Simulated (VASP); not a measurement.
# Pt (I4_1/amd) in VASP: notebook

Runs on Pt. Level: PBE. Tasks: single point, relaxation of cell and atoms.

Everything below comes from runs of VASP 6.6.1. Logs are shortened: lines on timing, memory, paths and dates and some standing lists are left out, and cuts for length are marked.

### Step 1. The cell of the first run

The structure is tetragonal, space group I4_1/amd (No. 141). Conventional cell: a = 4.919 Å, b = 4.919 Å, c = 2.684 Å, α = 90.00°, β = 90.00°, γ = 90.00°. Within 3.4 Å of Pt (site symmetry -4m2) lie 10 Pt at 2.55 to 3.18 Å.

### Step 2. Single point, PBE

INCAR reads:

```
PREC = Accurate ; ENCUT = 520
EDIFF = 1E-6 ; ISMEAR = 0
SIGMA = 0.1 ; LREAL = False
LASPH = True ; NELM = 100
ALGO = Fast ; ISIF = 2
LWAVE = False ; LCHARG = False
GGA = PE ; NBANDS = 17
```

KPOINTS reads:

```
Automatic mesh
0
Gamma
  8 8 8
```

POSCAR reads:

```
Pt
1.0
   -2.4595936916      2.4595936916      1.3417537615
    2.4595936916     -2.4595936916      1.3417537615
    2.4595936916      2.4595936916     -1.3417537615
Pt
2
Direct
    0.0000000000      0.0000000000      0.0000000000
    0.7500000000      0.2500000000      0.5000000000
```

Potentials or basis: VASP PAW PBE potentials, release 64 (Pt).

Run with:

```console
$ cat potpaw_PBE.64/Pt/POTCAR > POTCAR
$ mpirun -np 1 vasp_std > vasp.out
```

OUTCAR:

```text
PREC = Accurate
   ENCUT = 520
   EDIFF = 1E-6
   ISMEAR = 0
   LREAL = False
   LASPH = True
   NELM = 100
   ISIF = 2
   GGA = PE

 ion  position               nearest neighbor table
   1  0.000  0.000  0.000-   2 2.55   2 2.55   2 2.55   2 2.55   2 3.18   2 3.18   2 3.18   2 3.18

   2  0.750  0.250  0.500-   1 2.55   1 2.55   1 2.55   1 2.55   1 3.18   1 3.18   1 3.18   1 3.18

  LATTYP: Found a body centered tetragonal cell.
 ALAT       =     4.9191873832
 C/A-ratio  =     0.5455184594

  Lattice vectors:

 A1 = (  -2.4595936916,   2.4595936916,   1.3417537615)
 A2 = (   2.4595936916,  -2.4595936916,   1.3417537615)
 A3 = (   2.4595936916,   2.4595936916,  -1.3417537615)

Analysis of symmetry for initial positions (statically):
=====================================================================
 Subroutine PRICEL returns:
 Original cell was already a primitive cell.

 Routine SETGRP: Setting up the symmetry group for a
 body centered tetragonal supercell.

 Subroutine GETGRP returns: Found 16 space group operations
 (whereof  8 operations were pure point group operations)
 out of a pool of 16 trial point group operations.

The static configuration has the point symmetry D_2d.
 The point group associated with its full space group is D_4h.

Analysis of symmetry for dynamics (positions and initial velocities):
=====================================================================
 Subroutine PRICEL returns:
 Original cell was already a primitive cell.

 Routine SETGRP: Setting up the symmetry group for a
 body centered tetragonal supercell.

 Subroutine GETGRP returns: Found 16 space group operations
 (whereof  8 operations were pure point group operations)
 out of a pool of 16 trial point group operations.

The dynamic configuration has the point symmetry D_2d.
 The point group associated with its full space group is D_4h.

 Subroutine INISYM returns: Found 16 space group operations
 (whereof  8 operations are pure point group operations),
 and found     1 'primitive' translations

----------------------------------------------------------------------------------------

                                     Primitive cell

  volume of cell :      32.4683

  direct lattice vectors                    reciprocal lattice vectors
    -2.459593692  2.459593692  1.341753761     0.000000000  0.203285608  0.372646617
     2.459593692 -2.459593692  1.341753761     0.203285608  0.000000000  0.372646617
     2.459593692  2.459593692 -1.341753761     0.203285608  0.203285608  0.000000000

  length of vectors
     3.728204046  3.728204046  3.728204046     0.424488563  0.424488563  0.287489264

  position of ions in fractional coordinates (direct lattice)
     0.000000000  0.000000000  0.000000000
     0.750000000  0.250000000  0.500000000

  ion indices of the primitive-cell ions
   primitive index   ion index
                 1           1
                 2           2

----------------------------------------------------------------------------------------

 KPOINTS: Automatic mesh

Automatic generation of k-mesh.
 Grid dimensions read from file:
 generate k-points for:    8    8    8

 Generating k-lattice:

  Cartesian coordinates                     Fractional coordinates (reciprocal lattice)
     0.000000000  0.025410701  0.046580827     0.125000000  0.000000000  0.000000000
     0.025410701  0.000000000  0.046580827     0.000000000  0.125000000  0.000000000
     0.025410701  0.025410701  0.000000000     0.000000000  0.000000000  0.125000000

  Length of vectors
     0.053061070  0.053061070  0.035936158

  Shift w.r.t. Gamma in fractional coordinates (k-lattice)
     0.000000000  0.000000000  0.000000000

 Subroutine IBZKPT returns following result:
 ===========================================

 Found     59 irreducible k-points:

 Following reciprocal coordinates:
            Coordinates               Weight
  0.000000  0.000000  0.000000      1.000000
  0.125000  0.000000 -0.000000      8.000000
  0.250000  0.000000 -0.000000      8.000000
  0.375000  0.000000 -0.000000      8.000000
  0.500000  0.000000 -0.000000      4.000000
  0.125000  0.125000 -0.000000      8.000000
[... 16 lines left out ...]
  0.250000  0.125000  0.125000     16.000000
  0.375000  0.125000  0.125000      8.000000
 [... further k-points ...]
   k-points           NKPTS =     59   k-points in BZ     NKDIM =     59   number of bands    NBANDS=     17
   number of dos      NEDOS =    301   number of ions     NIONS =      2
   total plane-waves  NPLWV =  21952
   dimension x,y,z NGX =    28 NGY =   28 NGZ =   28
   dimension x,y,z NGXF=    56 NGYF=   56 NGZF=   56
   ions per type =               2
   NGX,Y,Z   is equivalent  to a cutoff of  12.49, 12.49, 12.49 a.u.
   NGXF,Y,Z  is equivalent  to a cutoff of  24.97, 24.97, 24.97 a.u.
 SYSTEM =  unknown system
   PREC   = accura    normal or accurate (medium, high low for compatibility)
   ISTART =      0    job   : 0-new  1-cont  2-samecut
   ICHARG =      2    charge: 1-file 2-atom 10-const
   ISPIN  =      1    spin polarized calculation?
   LNONCOLLINEAR =      F non collinear calculations
   LSORBIT =      F    spin-orbit coupling
   LASPH  =      T    aspherical Exc in radial PAW
   ENCUT  =  520.0 eV  38.22 Ry    6.18 a.u.   6.93  6.93  6.93*2*pi/ulx,y,z
   NELM   =    100;   NELMIN=  2; NELMDL= -5     # of ELM steps
   EDIFF  = 0.1E-05   stopping-criterion for ELM
   LREAL  =      F    real-space projection
   EDIFFG = 0.1E-04   stopping-criterion for IOM
   NSW    =      0    number of steps for IOM
[... 5 lines left out ...]
   TEBEG  =    0.0;   TEEND  =   0.0 temperature during run
   PSTRESS=    0.0 pullay stress
   NELECT =      20.0000    total number of electrons
   NUPDOWN=      -1.0000    fix difference up-down
   EMIN   =  10.00;   EMAX   =-10.00  energy-range for DOS
   EFERMI =   0.00;   METHOD = LEGACY
   ISMEAR =     0;   SIGMA  =   0.10  broadening in eV -4-tet -1-fermi 0-gaus
   EFERMI_NEDOS =   21; number of points for ismear=-14 and -15
   IALGO  =     68    algorithm
   IMIX   =      4    mixing-type and parameters
     AMIX     =   0.40;   BMIX     =  1.00
     AMIX_MAG =   1.60;   BMIX_MAG =  1.00
  volume/ion in A,a.u.               =      16.23       109.55
  Fermi-wavevector in a.u.,A,eV,Ry     =   1.392938  2.632270 26.399044  1.940275
  Thomas-Fermi vector in A             =   2.516632
   LORBIT       =      0    0 simple, 1 ext, 2 COOP (PROOUT), +10 PAW based schemes
   GGA     = PE    functional components
   LHFCALC =     F    Hartree Fock is set to
   AEXX    =    0.0000 exact exchange contribution
   IVDW    =     0    specifies the selected vdW correction
   LEPSILON=     F    determine dielectric tensor
   LRPA    =     F    only Hartree local field effects (RPA)
 non-spin polarized calculation
 RMM-DIIS sequential band-by-band and
 Gauss-broadening in eV      SIGMA  =   0.10
  energy-cutoff  :      520.00
  volume of cell :       32.47
 maximum number of plane-waves:       888
   NGX = 13   NGY = 13   NGZ = 13

 number of electron      20.0000001 magnetization

 Free energy of the ion-electron system (eV)
  ---------------------------------------------------
  ext. energy  EPLUGINS =         0.00000000
  ---------------------------------------------------
  free energy    TOTEN  =       -11.52310305 eV

  energy without entropy =      -11.51169032  energy(sigma->0) =      -11.51739669

 E-fermi :   9.9437     XC(G=0): -12.9615

 val. band max:        9.9421812312   @ k =   0.2500   0.1250   0.1250
 cond. band min:       9.9456465817   @ k =   0.2500   0.2500   0.2500
 fundamental gap:      0.0034653505
 Fermi energy:         9.9437005080

 k-point     1 :       0.0000    0.0000    0.0000
  band No.  band energies     occupation
      1       0.5583      2.00000
      2       3.4525      2.00000
      3       4.0515      2.00000
      4       4.6766      2.00000
      5       5.3023      2.00000
      6       8.4515      2.00000
[... 9 lines left out ...]
     16      26.2545      0.00000
     17      26.2545      0.00000

 k-point     2 :       0.1250    0.0000   -0.0000
  band No.  band energies     occupation
      1       1.1152      2.00000
      2       3.7147      2.00000
      3       4.1555      2.00000
      4       5.2558      2.00000
      5       5.6229      2.00000
      6       7.3649      2.00000
[... 9 lines left out ...]
     16      26.1601      0.00000
     17      27.2771      0.00000

 k-point     3 :       0.2500    0.0000   -0.0000
  band No.  band energies     occupation
      1       2.5074      2.00000
      2       4.3061      2.00000
      3       4.4150      2.00000
      4       5.7832      2.00000
      5       6.1951      2.00000
      6       6.5387      2.00000
[... 9 lines left out ...]
     16      25.0558      0.00000
     17      25.2912      0.00000

 k-point     4 :       0.3750    0.0000   -0.0000
  band No.  band energies     occupation
      1       3.5922      2.00000
      2       4.3143      2.00000
      3       4.5648      2.00000
      4       5.5613      2.00000
      5       6.3042      2.00000
      6       7.0264      2.00000
[... 9 lines left out ...]
     16      24.1575      0.00000
     17      24.9525      0.00000

 k-point     5 :       0.5000    0.0000   -0.0000
  band No.  band energies     occupation
      1       3.7331      2.00000
      2       4.0938      2.00000
      3       4.9396      2.00000
      4       4.9418      2.00000
      5       6.9085      2.00000
      6       7.1872      2.00000
[... 9 lines left out ...]
     16      23.4882      0.00000
     17      24.8312      0.00000

 k-point     6 :       0.1250    0.1250   -0.0000
  band No.  band energies     occupation
      1       2.3193      2.00000
      2       4.1799      2.00000
      3       4.4109      2.00000
      4       5.7989      2.00000
      5       6.0093      2.00000
      6       7.0435      2.00000
[... 9 lines left out ...]
     16      24.5210      0.00000
     17      25.2763      0.00000

 k-point     7 :       0.2500    0.1250   -0.0000
  band No.  band energies     occupation
      1       3.5063      2.00000
      2       4.1193      2.00000
      3       4.8888      2.00000
      4       5.5672      2.00000
      5       6.1030      2.00000
      6       6.5739      2.00000
[... 9 lines left out ...]
     16      24.1978      0.00000
     17      25.0485      0.00000

 k-point     8 :       0.3750    0.1250   -0.0000
  band No.  band energies     occupation
      1       3.7333      2.00000
      2       3.9818      2.00000
      3       5.0066      2.00000
      4       5.4002      2.00000
      5       6.6125      2.00000
      6       6.8532      2.00000
[... 9 lines left out ...]
     16      23.3301      0.00000
     17      24.8759      0.00000
[... 203 lines left out ...]
      1       3.5811      2.00000
      2       4.2619      2.00000
      3       5.1139      2.00000
      4       5.3484      2.00000
      5       5.5752      2.00000
      6       6.3345      2.00000
[... 9 lines left out ...]
     16      24.2250      0.00000
     17      25.1459      0.00000

 k-point    20 :      -0.3750    0.3750    0.0000
  band No.  band energies     occupation
      1       2.6417      2.00000
      2       4.0373      2.00000
      3       4.9910      2.00000
      4       5.0305      2.00000
      5       5.1726      2.00000
      6       7.0607      2.00000
[... 9 lines left out ...]
     16      23.8468      0.00000
     17      26.1750      0.00000

 k-point    21 :       0.5000    0.5000   -0.0000
  band No.  band energies     occupation
      1       3.6007      2.00000
      2       3.6007      2.00000
      3       5.2226      2.00000
      4       5.2226      2.00000
      5       6.0326      2.00000
      6       6.0326      2.00000
[... 9 lines left out ...]
     16      23.4978      0.00000
     17      26.1441      0.00000

 k-point    22 :       0.1250    0.1250    0.1250
  band No.  band energies     occupation
      1       2.9031      2.00000
      2       4.2055      2.00000
      3       4.8582      2.00000
      4       5.5227      2.00000
      5       6.0118      2.00000
      6       7.2378      2.00000
[... 9 lines left out ...]
     16      23.7851      0.00000
     17      26.3364      0.00000

 k-point    23 :       0.2500    0.1250    0.1250
  band No.  band energies     occupation
      1       3.7250      2.00000
      2       3.9957      2.00000
      3       5.0953      2.00000
      4       5.5432      2.00000
      5       6.0524      2.00000
      6       7.0399      2.00000
[... 9 lines left out ...]
     16      24.8255      0.00000
     17      25.4770      0.00000

 k-point    24 :       0.3750    0.1250    0.1250
  band No.  band energies     occupation
      1       3.7871      2.00000
      2       3.9516      2.00000
      3       4.7090      2.00000
      4       5.7555      2.00000
      5       5.9092      2.00000
      6       7.4911      2.00000
[... 9 lines left out ...]
     16      24.2345      0.00000
     17      25.3251      0.00000

 [... further k-points ...]

------------------------ aborting loop because EDIFF is reached ----------------------------------------

  FORCE on cell =-STRESS in cart. coord.  units (eV):
  Direction    XX          YY          ZZ          XY          YZ          ZX
  --------------------------------------------------------------------------------------
  -------------------------------------------------------------------------------------
  Total        2.7621731      2.7621731      2.2818465      0.0000000     -0.0000000      0.0000000
  in kB      136.3019027    136.3019027    112.5997591      0.0000000     -0.0000000      0.0000000
  external PRESSURE =     128.4011882 kB  Pullay stress =       0.0000000 kB

 VOLUME and BASIS-vectors are now :
 -----------------------------------------------------------------------------
  energy-cutoff  :      520.00
  volume of cell :       32.47
      direct lattice vectors                 reciprocal lattice vectors
    -2.459593692  2.459593692  1.341753761     0.000000000  0.203285608  0.372646617
     2.459593692 -2.459593692  1.341753761     0.203285608  0.000000000  0.372646617
     2.459593692  2.459593692 -1.341753761     0.203285608  0.203285608  0.000000000

 POSITION                                       TOTAL-FORCE (eV/Angst)
 -----------------------------------------------------------------------------------
      0.00000      0.00000      0.00000         0.000000     -0.000000     -0.000000
      0.00000      2.45959      0.67088        -0.000000      0.000000      0.000000
 -----------------------------------------------------------------------------------
    total drift:                               -0.000000      0.000000      0.000000

  FREE ENERGIE OF THE ION-ELECTRON SYSTEM (eV)
  ---------------------------------------------------
  free  energy   TOTEN  =       -11.5231030502 eV

  energy  without entropy=      -11.5116903238  energy(sigma->0) =      -11.51739669
```

It took 67 s on 1 thread of AMD EPYC 7R13, shared host; peak memory 0.14 GiB.

What came out:

```yaml
Free_energy: -11.5231 eV
Pressure: 12.8 GPa
Band_gap_on_the_k_mesh: zero (bands 10 and 11 overlap by 1.72 eV)
```

Stress tensor (GPa, compression positive):
```
13.63  0.00  0.00
 0.00 13.63  0.00
 0.00  0.00 11.26
```

Caveat: the cell stands under pressure; spin-orbit coupling is left out, which moves the levels of the heavy elements.

(Continued in part 2 of 2.)
